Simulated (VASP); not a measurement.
# Al3Au: single point with LDA

Al3Au:

```
Au Al
1.0
    -2.02533    2.02533    4.05660
     2.02533   -2.02533    4.05660
     2.02533    2.02533   -4.05660
Au Al
1 3
Direct
  0.00000 0.00000 0.00000
  0.50000 0.50000 0.00000
  0.25000 0.75000 0.50000
  0.75000 0.25000 0.50000
```

```json
{
  "Program": "VASP 6.6.1",
  "Task": "single point",
  "Functional": "LDA",
  "Potentials or basis": "VASP PAW LDA potentials, release 64 (Au, Al)",
  "Cutoff": "520 eV",
  "k mesh": "9 × 9 × 9",
  "Occupations": "fermi-dirac, width 0.05 eV",
  "Spin": "no spin polarisation"
}
```

```json
{
 "Pressure": "-4.8 GPa",
 "Band gap on the k mesh": "zero (bands 10 and 11 overlap by 3.19 eV)"
}
```

Stress tensor (GPa, compression positive):
```
-4.61  0.00  0.00
 0.00 -4.61  0.00
 0.00  0.00 -5.09
```

Levels at points of the mesh, in eV from the Fermi level:
| k point | band 6 | band 7 | band 8 | band 9 | band 10 | band 11 | band 12 | band 13 | band 14 | band 15 |
| --- | --- | --- | --- | --- | --- | --- | --- | --- | --- | --- |
| (0.00, 0.00, 0.00) | -5.31 | -2.59 | 0.05 | 0.05 | 0.34 | 0.62 | 0.84 | 0.84 | 0.91 | 2.11 |

Wall time 58 s on 1 thread of Intel(R) Xeon(R) 6975P-C (Granite Rapids), on a shared host, peak memory 0.25 GiB.

Caveat: the cell stands under tension; spin-orbit coupling is left out, which moves the levels of the heavy elements.
